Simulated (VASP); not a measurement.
# Cu (Cmcm) in VASP: further runs

The runs below take Cu through single point, with PBE.

All numbers are computed with VASP 6.6.1; they aren't measurements. Logs are shortened: lines on timing, memory, paths and dates and some standing lists are left out, and cuts for length are marked.

### Step 1. The cell of the first run

It takes space group Cmcm (No. 63, orthorhombic). Conventional cell: a = 2.311 Å, b = 7.829 Å, c = 2.442 Å, α = 90.00°, β = 90.00°, γ = 90.00°. Cu (site symmetry m2m) has 10 Cu at 2.31 to 2.47 Å within 3.1 Å.

### Step 2. Single point, PBE (11.05 Å³/atom)

INCAR

```
PREC = Accurate
ENCUT = 520
EDIFF = 1E-6
ISMEAR = 0
SIGMA = 0.15
LREAL = F
LASPH = T
NELM = 100
ALGO = Fast
ISIF = 2
LWAVE = F
LCHARG = F
GGA = PE
NBANDS = 18
```

KPOINTS

```
regular mesh
0
Gamma
  20 20 20
```

POSCAR

```
Cu
1.0
    1.1556763138     -3.9147441683      0.0000000000
    1.1556763138      3.9147441683      0.0000000000
    0.0000000000      0.0000000000      2.4417700129
Cu
2
Direct
    0.1340351705      0.8659648295      0.2500000000
    0.8659648295      0.1340351705      0.7500000000
```

Potentials or basis: VASP PAW PBE potentials, release 64 (Cu).

Launch:

```
$ cat potpaw_PBE.64/Cu/POTCAR > POTCAR
$ mpirun -np 1 vasp_std > vasp.out
```

OUTCAR:

```text
PREC = Accurate
   ENCUT = 520
   EDIFF = 1E-6
   ISMEAR = 0
   LREAL = F
   LASPH = T
   NELM = 100
   ISIF = 2
   GGA = PE

 ion  position               nearest neighbor table
   1  0.134  0.866  0.250-   2 2.43   2 2.43   2 2.47   2 2.47   2 2.47   2 2.47
   2  0.866  0.134  0.750-   1 2.43   1 2.43   1 2.47   1 2.47   1 2.47   1 2.47

  LATTYP: Found a base centered orthorhombic cell.
 ALAT       =     2.3113526276
 B/A-ratio  =     3.3874053847
 C/A-ratio  =     1.0564247029

  Lattice vectors:

 A1 = (   1.1556763138,  -3.9147441683,   0.0000000000)
 A2 = (   1.1556763138,   3.9147441683,   0.0000000000)
 A3 = (   0.0000000000,   0.0000000000,   2.4417700129)

Analysis of symmetry for initial positions (statically):
=====================================================================
 Subroutine PRICEL returns:
 Original cell was already a primitive cell.

 Routine SETGRP: Setting up the symmetry group for a
 base centered orthorhombic supercell.

 Subroutine GETGRP returns: Found  8 space group operations
 (whereof  4 operations were pure point group operations)
 out of a pool of  8 trial point group operations.

The static configuration has the point symmetry C_2h.
 The point group associated with its full space group is D_2h.

Analysis of symmetry for dynamics (positions and initial velocities):
=====================================================================
 Subroutine PRICEL returns:
 Original cell was already a primitive cell.

 Routine SETGRP: Setting up the symmetry group for a
 base centered orthorhombic supercell.

 Subroutine GETGRP returns: Found  8 space group operations
 (whereof  4 operations were pure point group operations)
 out of a pool of  8 trial point group operations.

The dynamic configuration has the point symmetry C_2h.
 The point group associated with its full space group is D_2h.

 Subroutine INISYM returns: Found  8 space group operations
 (whereof  4 operations are pure point group operations),
 and found     1 'primitive' translations

----------------------------------------------------------------------------------------

                                     Primitive cell

  volume of cell :      22.0940

  direct lattice vectors                    reciprocal lattice vectors
     1.155676314 -3.914744168  0.000000000     0.432647095 -0.127722267  0.000000000
     1.155676314  3.914744168  0.000000000     0.432647095  0.127722267  0.000000000
     0.000000000  0.000000000  2.441770013     0.000000000  0.000000000  0.409538980

  length of vectors
     4.081765506  4.081765506  2.441770013     0.451105848  0.451105848  0.409538980

  position of ions in fractional coordinates (direct lattice)
     0.134035170  0.865964830  0.250000000
     0.865964830  0.134035170  0.750000000

  ion indices of the primitive-cell ions
   primitive index   ion index
                 1           1
                 2           2

----------------------------------------------------------------------------------------

 KPOINTS: regular mesh

Automatic generation of k-mesh.
 Grid dimensions read from file:
 generate k-points for:   20   20   20

 Generating k-lattice:

  Cartesian coordinates                     Fractional coordinates (reciprocal lattice)
     0.021632355 -0.006386113  0.000000000     0.050000000  0.000000000  0.000000000
     0.021632355  0.006386113  0.000000000     0.000000000  0.050000000  0.000000000
     0.000000000  0.000000000  0.020476949     0.000000000  0.000000000  0.050000000

  Length of vectors
     0.022555292  0.022555292  0.020476949

  Shift w.r.t. Gamma in fractional coordinates (k-lattice)
     0.000000000  0.000000000  0.000000000

 Subroutine IBZKPT returns following result:
 ===========================================

 Found   1221 irreducible k-points:

 Following reciprocal coordinates:
            Coordinates               Weight
  0.000000  0.000000  0.000000      1.000000
  0.050000  0.000000  0.000000      4.000000
  0.100000 -0.000000  0.000000      4.000000
  0.150000 -0.000000  0.000000      4.000000
  0.200000 -0.000000  0.000000      4.000000
  0.250000 -0.000000  0.000000      4.000000
[... 16 lines left out ...]
 -0.400000  0.050000  0.000000      4.000000
 -0.350000  0.050000  0.000000      4.000000
 [... further k-points ...]
   k-points           NKPTS =   1221   k-points in BZ     NKDIM =   1221   number of bands    NBANDS=     18
   number of dos      NEDOS =    301   number of ions     NIONS =      2
   total plane-waves  NPLWV =  16200
   dimension x,y,z NGX =    30 NGY =   30 NGZ =   18
   dimension x,y,z NGXF=    60 NGYF=   60 NGZF=   36
   ions per type =               2
   NGX,Y,Z   is equivalent  to a cutoff of  12.22, 12.22, 12.26 a.u.
   NGXF,Y,Z  is equivalent  to a cutoff of  24.44, 24.44, 24.51 a.u.
 SYSTEM =  unknown system
   PREC   = accura    normal or accurate (medium, high low for compatibility)
   ISTART =      0    job   : 0-new  1-cont  2-samecut
   ICHARG =      2    charge: 1-file 2-atom 10-const
   ISPIN  =      1    spin polarized calculation?
   LNONCOLLINEAR =      F non collinear calculations
   LSORBIT =      F    spin-orbit coupling
   LASPH  =      T    aspherical Exc in radial PAW
   ENCUT  =  520.0 eV  38.22 Ry    6.18 a.u.   7.59  7.59  4.54*2*pi/ulx,y,z
   NELM   =    100;   NELMIN=  2; NELMDL= -5     # of ELM steps
   EDIFF  = 0.1E-05   stopping-criterion for ELM
   LREAL  =      F    real-space projection
   EDIFFG = 0.1E-04   stopping-criterion for IOM
   NSW    =      0    number of steps for IOM
   IBRION =     -1    ionic relax: 0-MD 1-quasi-New 2-CG
   NFREE  =      0    steps in history (QN), initial steepest desc. (CG)
   ISIF   =      2    stress and relaxation
   ISYM   =      2    0-nonsym 1-usesym 2-fastsym
   POTIM  = 0.5000    time-step for ionic-motion
   TEBEG  =    0.0;   TEEND  =   0.0 temperature during run
   PSTRESS=    0.0 pullay stress
   NELECT =      22.0000    total number of electrons
   NUPDOWN=      -1.0000    fix difference up-down
   EMIN   =  10.00;   EMAX   =-10.00  energy-range for DOS
   EFERMI =   0.00;   METHOD = LEGACY
   ISMEAR =     0;   SIGMA  =   0.15  broadening in eV -4-tet -1-fermi 0-gaus
   EFERMI_NEDOS =   21; number of points for ismear=-14 and -15
   IALGO  =     68    algorithm
   IMIX   =      4    mixing-type and parameters
     AMIX     =   0.40;   BMIX     =  1.00
     AMIX_MAG =   1.60;   BMIX_MAG =  1.00
  volume/ion in A,a.u.               =      11.05        74.55
  Fermi-wavevector in a.u.,A,eV,Ry     =   1.634774  3.089274 36.361361  2.672485
  Thomas-Fermi vector in A             =   2.726357
   LORBIT       =      0    0 simple, 1 ext, 2 COOP (PROOUT), +10 PAW based schemes
   GGA     = PE    functional components
   LHFCALC =     F    Hartree Fock is set to
   AEXX    =    0.0000 exact exchange contribution
   IVDW    =     0    specifies the selected vdW correction
   LEPSILON=     F    determine dielectric tensor
   LRPA    =     F    only Hartree local field effects (RPA)
 non-spin polarized calculation
 RMM-DIIS sequential band-by-band and
 Gauss-broadening in eV      SIGMA  =   0.15
  energy-cutoff  :      520.00
  volume of cell :       22.09
 maximum number of plane-waves:       608
   NGX = 15   NGY = 15   NGZ =  9

 number of electron      21.9999994 magnetization

 Free energy of the ion-electron system (eV)
  ---------------------------------------------------
  ext. energy  EPLUGINS =         0.00000000
  ---------------------------------------------------
  free energy    TOTEN  =        -6.96015224 eV

  energy without entropy =       -6.95363955  energy(sigma->0) =       -6.95689589

 E-fermi :   8.4277     XC(G=0): -13.0822

 val. band max:        8.4247558331   @ k =   0.2500  -0.0000   0.4500
 cond. band min:       8.4329688878   @ k =   0.3000   0.0500   0.4000
 fundamental gap:      0.0082130547
 Fermi energy:         8.4276615011

 k-point     1 :       0.0000    0.0000    0.0000
  band No.  band energies     occupation
      1      -1.4234      2.00000
      2       2.9975      2.00000
      3       3.7503      2.00000
      4       4.2801      2.00000
      5       5.1341      2.00000
      6       5.4864      2.00000
[... 10 lines left out ...]
     17      30.0601      0.00000
     18      31.8372      0.00000

 k-point     2 :       0.0500    0.0000    0.0000
  band No.  band energies     occupation
      1      -1.3424      2.00000
      2       3.0340      2.00000
      3       3.7843      2.00000
      4       4.3133      2.00000
      5       5.1447      2.00000
      6       5.4833      2.00000
[... 10 lines left out ...]
     17      29.2614      0.00000
     18      31.8862      0.00000

 k-point     3 :       0.1000   -0.0000    0.0000
  band No.  band energies     occupation
      1      -1.1016      2.00000
      2       3.1360      2.00000
      3       3.8849      2.00000
      4       4.4112      2.00000
      5       5.1752      2.00000
      6       5.4638      2.00000
[... 10 lines left out ...]
     17      29.3226      0.00000
     18      32.1093      0.00000

 k-point     4 :       0.1500   -0.0000    0.0000
  band No.  band energies     occupation
      1      -0.7078      2.00000
      2       3.2835      2.00000
      3       4.0444      2.00000
      4       4.5623      2.00000
      5       5.2220      2.00000
      6       5.2721      2.00000
[... 375 lines left out ...]
      4       5.0197      2.00000
      5       5.2585      2.00000
      6       5.4224      2.00000
[... 10 lines left out ...]
     17      29.7821      0.00000
     18      30.9398      0.00000

 k-point    23 :      -0.4000    0.0500    0.0000
  band No.  band energies     occupation
      1       2.0590      2.00000
      2       3.5311      2.00000
      3       4.3513      2.00000
      4       4.7901      2.00000
      5       5.2444      2.00000
      6       5.4282      2.00000
[... 10 lines left out ...]
     17      28.6647      0.00000
     18      30.5984      0.00000

 k-point    24 :      -0.3500    0.0500    0.0000
  band No.  band energies     occupation
      1       1.3414      2.00000
      2       3.5911      2.00000
      3       4.3424      2.00000
      4       4.5807      2.00000
      5       5.2409      2.00000
      6       5.4134      2.00000
[... 10 lines left out ...]
     17      30.0987      0.00000
     18      30.9586      0.00000

 [... further k-points ...]
[... 5 lines left out ...]
  --------------------------------------------------------------------------------------
  -------------------------------------------------------------------------------------
  Total        4.4434711      2.6843033      2.4899798      0.0000000     -0.0000000      0.0000000
  in kB      322.2245288    194.6560131    180.5643662      0.0000000     -0.0000000      0.0000000
  external PRESSURE =     232.4816361 kB  Pullay stress =       0.0000000 kB

 VOLUME and BASIS-vectors are now :
 -----------------------------------------------------------------------------
  energy-cutoff  :      520.00
  volume of cell :       22.09
      direct lattice vectors                 reciprocal lattice vectors
     1.155676314 -3.914744168  0.000000000     0.432647095 -0.127722267  0.000000000
     1.155676314  3.914744168  0.000000000     0.432647095  0.127722267  0.000000000
     0.000000000  0.000000000  2.441770013     0.000000000  0.000000000  0.409538980

 POSITION                                       TOTAL-FORCE (eV/Angst)
 -----------------------------------------------------------------------------------
      1.15568      2.86532      0.61044         0.000000      0.327256     -0.000000
      1.15568     -2.86532      1.83133         0.000000     -0.327256      0.000000
 -----------------------------------------------------------------------------------
    total drift:                                0.000000      0.000000      0.000000

  FREE ENERGIE OF THE ION-ELECTRON SYSTEM (eV)
  ---------------------------------------------------
  free  energy   TOTEN  =        -6.9601522381 eV

  energy  without entropy=       -6.9536395487  energy(sigma->0) =       -6.95689589
```

It took 6.2 min on 1 thread of Intel Xeon 6975P-C (Granite Rapids), shared host; peak memory 0.47 GiB.

What came out:

| Item | Value |
| --- | --- |
| Free energy | -6.9602 eV |
| Pressure | 23.2 GPa |
| Largest force | 0.327 eV/Å |
| Band gap on the k mesh | zero (bands 11 and 12 overlap by 6.03 eV) |

Forces on the atoms (eV/Å):
```
Cu   0.000  0.327  0.000
Cu   0.000 -0.327  0.000
```

Caveat: the cell stands under pressure.

### Step 3. Single point, PBE (11.05 Å³/atom)

INCAR

```
SYSTEM = Cu
  PREC = Accurate
  ENCUT = 520
  EDIFF = 1E-6
  ISMEAR = 0
  SIGMA = 0.15
  LREAL = .FALSE.
  LASPH = .TRUE.
  NELM = 100
  ALGO = Fast
  ISIF = 2
  LWAVE = .FALSE.
  LCHARG = .TRUE.
  GGA = PE
  LELF = .TRUE.
  LVHAR = .TRUE.
  NBANDS = 18
```

KPOINTS

```
regular mesh
0
G
  20 20 20
  0 0 0
```

POSCAR

```
Cu
1.0
    1.2191309519     -3.8115034150      0.0000000000
    1.2191309519      3.8115034150      0.0000000000
    0.0000000000      0.0000000000      2.3773749554
Cu
2
Direct
    0.1340351705      0.8659648295      0.2500000000
    0.8659648295      0.1340351705      0.7500000000
```

Potentials or basis: VASP PAW PBE potentials, release 64 (Cu).

Launch:

```
$ cat potpaw_PBE.64/Cu/POTCAR > POTCAR
$ mpirun -np 1 vasp_std > vasp.out
```

Run time: 5.4 min. Hardware: 1 thread of Intel Xeon 6975P-C (Granite Rapids), shared host; peak memory 0.48 GiB.

It converged, with:

```yaml
Free_energy: -6.9460 eV
Pressure: 24.9 GPa
Largest_force: 0.024 eV/Å
Band_gap_on_the_k_mesh: zero (bands 11 and 12 overlap by 5.76 eV)
```

Forces in eV/Å, atoms in the order of the input:
```
Cu   0.000  0.024  0.000
Cu   0.000 -0.024  0.000
```

Stress tensor (GPa, compression positive):
```
14.19  0.00  0.00
 0.00 29.14  0.00
 0.00  0.00 31.26
```

Levels at points of the mesh, in eV from the Fermi level:
| k point | band 9 | band 10 | band 11 | band 12 | band 13 | band 14 |
| --- | --- | --- | --- | --- | --- | --- |
| (0.00, 0.00, 0.00) | -2.01 | -1.84 | -1.48 | 0.04 | 5.63 | 16.20 |
| (0.50, 0.00, 0.00) | -2.22 | -1.72 | -0.71 | 1.11 | 2.37 | 7.21 |
| (0.50, 0.50, 0.00) | -2.43 | -2.13 | -1.72 | -1.62 | 14.85 | 14.99 |
| (0.00, 0.00, 0.50) | -1.86 | -1.86 | 0.17 | 0.17 | 9.10 | 9.10 |
| (0.50, 0.00, 0.50) | -1.38 | -1.38 | 3.69 | 3.69 | 7.87 | 7.87 |
| (0.50, 0.50, 0.50) | -1.61 | -1.61 | -1.00 | -1.00 | 4.41 | 4.41 |

Caveat: the cell stands under pressure.

### Step 4. Single point, PBE (11.80 Å³/atom)

This run uses another cell than the first one, of 11.80 Å³/atom.

INCAR

```
SYSTEM = Cu
PREC = Accurate
ENCUT = 520
EDIFF = 1E-7
ISMEAR = 0
SIGMA = 0.15
LREAL = .False.
LASPH = .True.
NELM = 100
ALGO = Fast
ISIF = 2
LWAVE = .False.
LCHARG = .True.
GGA = PE
LELF = .True.
LVHAR = .True.
NBANDS = 18
```

KPOINTS

```
Automatic mesh
0
Gamma
  20 20 20
  0 0 0
```

POSCAR

```
Cu
1.0
    1.1502476913     -4.0555021268      0.0000000000
    1.1502476913      4.0555021268      0.0000000000
    0.0000000000      0.0000000000      2.5295659319
Cu
2
Direct
    0.1340351705      0.8659648295      0.2500000000
    0.8659648295      0.1340351705      0.7500000000
```

Launch:

```
$ cat potpaw_PBE.64/Cu/POTCAR > POTCAR
$ mpirun -np 1 vasp_std > vasp.out
```

Wall time 4.7 min (1 thread of Intel Xeon 6975P-C (Granite Rapids), shared host); peak memory 0.51 GiB.

The run converged. Its results:

```
Free energy            : -7.0419 eV
Pressure               : 10.9 GPa
Largest force          : 0.259 eV/Å
Band gap on the k mesh : zero (bands 11 and 12 overlap by 5.96 eV)
```

Forces on the atoms (eV/Å):
```
Cu   0.000  0.259  0.000
Cu   0.000 -0.259  0.000
```

Stress tensor (GPa, compression positive):
```
27.72  0.00  0.00
 0.00  3.46  0.00
 0.00  0.00  1.52
```

Levels at points of the mesh, in eV from the Fermi level:
```csv
k point,band 7,band 8,band 9,band 10,band 11,band 12,band 13,band 14,band 15,band 16
"(0.00, 0.00, 0.00)",-2.11,-1.84,-1.73,-1.60,-1.48,-0.44,4.35,13.61,19.04,21.29
"(0.50, 0.00, 0.00)",-2.59,-2.49,-2.21,-1.71,-0.07,1.90,3.22,7.50,13.04,15.85
"(0.50, 0.50, 0.00)",-2.44,-2.43,-2.27,-1.80,-1.53,-1.47,12.73,14.52,16.37,17.29
"(0.00, 0.00, 0.50)",-2.40,-2.40,-1.62,-1.62,-0.25,-0.25,7.51,7.51,8.76,8.76
"(0.50, 0.00, 0.50)",-1.82,-1.82,-1.15,-1.15,4.09,4.09,7.82,7.82,10.04,10.04
"(0.50, 0.50, 0.50)",-1.83,-1.83,-1.64,-1.64,-1.27,-1.27,3.26,3.26,16.74,16.74
```

Caveat: the cell stands under pressure.

### Step 5. The runs side by side

| cell | further INCAR settings | gap on the mesh (eV) | pressure (GPa) | largest force (eV/Å) |
| --- | --- | --- | --- | --- |
| a = 4.082, b = 4.082, c = 2.442 Å, angles 90.0, 90.0, 147.1°, 2 atoms | ALGO = Fast; EDIFF = 1e-06; NBANDS = 18 | none | 23.2 | 0.33 |
| a = 4.002, b = 4.002, c = 2.377 Å, angles 90.0, 90.0, 144.5°, 2 atoms | ALGO = Fast; EDIFF = 1e-06; NBANDS = 18 | none | 24.9 | 0.02 |
| a = 4.215, b = 4.215, c = 2.530 Å, angles 90.0, 90.0, 148.3°, 2 atoms | ALGO = Fast; EDIFF = 1e-07; NBANDS = 18 | none | 10.9 | 0.26 |

Alike in all rows: task single point; level PBE; potentials or basis VASP PAW PBE potentials, release 64 (Cu); no spin polarisation; k mesh 20 × 20 × 20; cutoff (eV) 520; smearing gaussian 0.15 eV.

Caveats: the cell stands under pressure.

Absolute energies hang on the potentials; compare differences alone.
